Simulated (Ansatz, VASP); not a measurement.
# Two plane-wave programs on K2S

```
CELL_PARAMETERS angstrom
0.00000 3.70747 3.70747
3.70747 0.00000 3.70747
3.70747 3.70747 0.00000
ATOMIC_POSITIONS crystal
K 0.25000 0.25000 0.25000
K 0.75000 0.75000 0.75000
S 0.00000 0.00000 0.00000
```

Alike in both runs: task single point; functional PBEsol; k mesh 6 × 6 × 6; occupations gaussian, width 0.02 eV; no spin polarisation.

|  | VASP | Ansatz |
| --- | --- | --- |
| version | VASP 6.6.1 | Ansatz 0.2.0 |
| potentials or method | VASP PAW PBE potentials, release 64 (K_sv, S), cutoff 500 eV | scalar-relativistic, plane waves, PAW |
| valence electrons in the cell | 24 | 24 |

```tsv
	VASP	Ansatz	Ansatz less VASP
gap on the k mesh at the Fermi level (eV)	2.27	2.27	+0.002
least direct gap on the mesh (eV)	2.46	2.47	+0.003
pressure (GPa)	-0.6	-0.6	-0.03
```

VASP's potentials were made for PBE, not for PBEsol.
